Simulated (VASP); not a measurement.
# BAs (F-43m) in VASP: notebook, part 2 of 2

VASP 6.6.1.

## 3. Electric field gradients, LDA (volume scaled by 1.05)

INCAR

```
SYSTEM = BAs
  PREC = Accurate
  ENCUT = 420
  EDIFF = 1E-8
  ISMEAR = -1
  SIGMA = 0.01
  LREAL = .False.
  LASPH = .True.
  NELM = 120
  ALGO = Normal
  ISIF = 2
  LWAVE = .False.
  LCHARG = .False.
  LEFG = .True.
  NBANDS = 11
  GGA_COMPAT = .False.
```

KPOINTS

```
Automatic mesh
0
Gamma
  11 11 11
  0 0 0
```

POSCAR

```
BAs
1.0
    0.0000000000      2.4491361041      2.4491361041
    2.4491361041      0.0000000000      2.4491361041
    2.4491361041      2.4491361041      0.0000000000
B As
1 1
Direct
    0.7500000000      0.7500000000      0.7500000000
    0.0000000000      0.0000000000      0.0000000000
```

Potentials or basis: VASP PAW LDA potentials, release 64 (B, As).

The run is started by

```
> cat potpaw_LDA.64/B/POTCAR potpaw_LDA.64/As/POTCAR > POTCAR
> mpirun -np 1 vasp_std > vasp.out
```

OUTCAR:

```text
SYSTEM = BAs
   PREC = Accurate
   ENCUT = 420
   EDIFF = 1E-8
   ISMEAR = -1
   LREAL = .False.
   LASPH = .True.
   NELM = 120
   ISIF = 2

 ion  position               nearest neighbor table
   1  0.750  0.750  0.750-   2 2.12   2 2.12   2 2.12   2 2.12
   2  0.000  0.000  0.000-   1 2.12   1 2.12   1 2.12   1 2.12

  LATTYP: Found a face centered cubic cell.
 ALAT       =     4.8982722082

  Lattice vectors:

 A1 = (   0.0000000000,   2.4491361041,   2.4491361041)
 A2 = (   2.4491361041,   0.0000000000,   2.4491361041)
 A3 = (   2.4491361041,   2.4491361041,   0.0000000000)

Analysis of symmetry for initial positions (statically):
=====================================================================
 Subroutine PRICEL returns:
 Original cell was already a primitive cell.

 Routine SETGRP: Setting up the symmetry group for a
 face centered cubic supercell.

[... 523 lines left out ...]
  volume of cell :       29.38
      direct lattice vectors                 reciprocal lattice vectors
     0.000000000  2.449136104  2.449136104    -0.204153619  0.204153619  0.204153619
     2.449136104  0.000000000  2.449136104     0.204153619 -0.204153619  0.204153619
     2.449136104  2.449136104  0.000000000     0.204153619  0.204153619 -0.204153619

 POSITION                                       TOTAL-FORCE (eV/Angst)
 -----------------------------------------------------------------------------------
      3.67370      3.67370      3.67370        -0.000000     -0.000000     -0.000000
      0.00000      0.00000      0.00000         0.000000      0.000000      0.000000
 -----------------------------------------------------------------------------------
    total drift:                                0.000000      0.000000      0.000000

  FREE ENERGIE OF THE ION-ELECTRON SYSTEM (eV)
  ---------------------------------------------------
  free  energy   TOTEN  =       -12.8188139125 eV

  energy  without entropy=      -12.8188139125  energy(sigma->0) =      -12.81881391

 Electric field gradients (V/A^2)
---------------------------------------------------------------------
 ion       V_xx      V_yy      V_zz      V_xy      V_xz      V_yz
---------------------------------------------------------------------
   1      -0.000    -0.000    -0.000    -0.000    -0.000    -0.000
   2       0.000     0.000    -0.000    -0.000    -0.000    -0.000
---------------------------------------------------------------------

 Electric field gradients after diagonalization (V/A^2)
 (convention: |V_zz| > |V_xx| > |V_yy|)
----------------------------------------------------------------------
 ion       V_xx      V_yy      V_zz     asymmetry (V_yy - V_xx)/ V_zz
----------------------------------------------------------------------
   1       0.000     0.000    -0.000       0.000
   2       0.000     0.000    -0.001       0.000
----------------------------------------------------------------------

           NMR quadrupolar parameters

 Cq : quadrupolar parameter    Cq=e*Q*V_zz/h
 eta: asymmetry parameters     (V_yy - V_xx)/ V_zz
 Q  : nuclear electric quadrupole moment in mb (millibarn)
----------------------------------------------------------------------
 ion       Cq(MHz)       eta       Q (mb)
----------------------------------------------------------------------
   1      -0.000       0.000       1.000
   2      -0.000       0.000       1.000
----------------------------------------------------------------------
```

OSZICAR:

```text
N       E                     dE             d eps       ncg     rms          rms(c)
DAV:   1     0.442746976900E+01    0.44275E+01   -0.32457E+03  1232   0.524E+02
DAV:   2    -0.129045562085E+02   -0.17332E+02   -0.16685E+02  1660   0.913E+01
DAV:   3    -0.133932026064E+02   -0.48865E+00   -0.48744E+00  1541   0.123E+01
DAV:   4    -0.133945835674E+02   -0.13810E-02   -0.13808E-02  1346   0.757E-01
DAV:   5    -0.133945861904E+02   -0.26230E-05   -0.26230E-05  1481   0.343E-02    0.448E+00
DAV:   6    -0.128922537186E+02    0.50233E+00   -0.14406E+00  1301   0.457E+00    0.213E+00
DAV:   7    -0.128307618585E+02    0.61492E-01   -0.13829E-01  1436   0.188E+00    0.847E-01
DAV:   8    -0.128187860141E+02    0.11976E-01   -0.20773E-02  1409   0.738E-01    0.895E-02
DAV:   9    -0.128188040946E+02   -0.18080E-04   -0.75274E-04  1355   0.160E-01    0.488E-02
DAV:  10    -0.128188126454E+02   -0.85509E-05   -0.76269E-05  1298   0.486E-02    0.114E-02
DAV:  11    -0.128188140463E+02   -0.14009E-05   -0.13821E-06  1494   0.779E-03    0.979E-03
DAV:  12    -0.128188139097E+02    0.13666E-06   -0.86345E-07  1307   0.377E-03    0.270E-03
DAV:  13    -0.128188139125E+02   -0.28547E-08   -0.35453E-08  1480   0.120E-03
   1 F= -.12818814E+02 E0= -.12818814E+02  d E =-.915214E-14
```

Wall time 6.5 s (1 thread of Intel Xeon Platinum 8559C (Emerald Rapids), shared host); peak memory 0.13 GiB.

What came out:

| Property | Result |
| --- | --- |
| Free energy | -12.8188 eV |
| Pressure | -11.7 GPa |
| Band gap on the k mesh | 1.21 eV, indirect (least direct gap 3.16 eV) |

Caveat: without QUAD_EFG the Cq values of the log hold for a quadrupole moment of 1 mb, not for the nuclei.
